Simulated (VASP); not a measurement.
Wanted: the native input for a VASP 6.6.1 run.

```
Task                   : single point
Functional             : PBEsol
Potentials or basis    : VASP PAW PBE potentials, release 64 (Ga_d, As, Sb)
Cutoff                 : 520 eV
k mesh                 : 4 × 4 × 1
Occupations            : fermi-dirac, width 0.05 eV
Spin                   : no spin polarisation
Dipole correction      : no
Further INCAR settings : ALGO = Normal; EDIFF = 1e-07; NBANDS = 66
```

The structure of Ga6SbAs5 (an interface model) lies in POSCAR:

```
Ga6SbAs5
1.0
    2.8300000000      2.8300000000      0.0000000000
   -2.8300000000      2.8300000000      0.0000000000
    0.0000000000      0.0000000000     17.3767190000
Ga As Sb
6 5 1
Direct
    0.0048780000      0.0449620000      0.0096720000
    0.9642640000      0.9948080000      0.3324740000
    0.0067170000      0.9489080000      0.6493080000
    0.5282490000      0.4817800000      0.1729170000
    0.5155300000      0.5064640000      0.4894960000
    0.5196060000      0.5360700000      0.8109540000
    0.5110150000      0.0128670000      0.0915410000
    0.4757610000      0.0105420000      0.4068130000
    0.4803800000      0.0067850000      0.7352880000
    0.0234980000      0.4500710000      0.2379350000
    0.9852890000      0.5199820000      0.5670790000
    0.9839010000      0.4783600000      0.9026330000
```

The input as run:

INCAR

```
  ALGO = Normal
  EDIFF = 1E-7
  ENCUT = 520
  GGA = PS
  ISIF = 2
  ISMEAR = -1
  LASPH = T
  LCHARG = T
  LELF = T
  LREAL = F
  LVHAR = T
  LWAVE = F
  NBANDS = 66
  NELM = 80
  PREC = Accurate
  SIGMA = 0.05
```

KPOINTS

```
k-points
0
Gamma
  4 4 1
```

Potentials or basis: VASP PAW PBE potentials, release 64 (Ga_d, As, Sb).

Run with:

```console
$ cat potpaw_PBE.64/Ga_d/POTCAR potpaw_PBE.64/As/POTCAR potpaw_PBE.64/Sb/POTCAR > POTCAR
$ mpirun -np 1 vasp_std > vasp.out
```

It gave:

The pressure is 3.5 GPa and the largest force is 2.730 eV/Å. The band gap on the k mesh is 0.01 eV (least direct gap 0.20 eV).

Caveat: the smearing spreads over this small gap; semilocal functionals underestimate gaps, and a narrow one can read as zero; the PAW data sets were made with another functional, which shifts forces and pressure a little; spin-orbit coupling is left out, which moves the levels of the heavy elements.

Run time: 2.3 min on 1 thread of Intel(R) Xeon(R) 6975P-C (Granite Rapids) (shared host), peak memory 0.43 GiB.
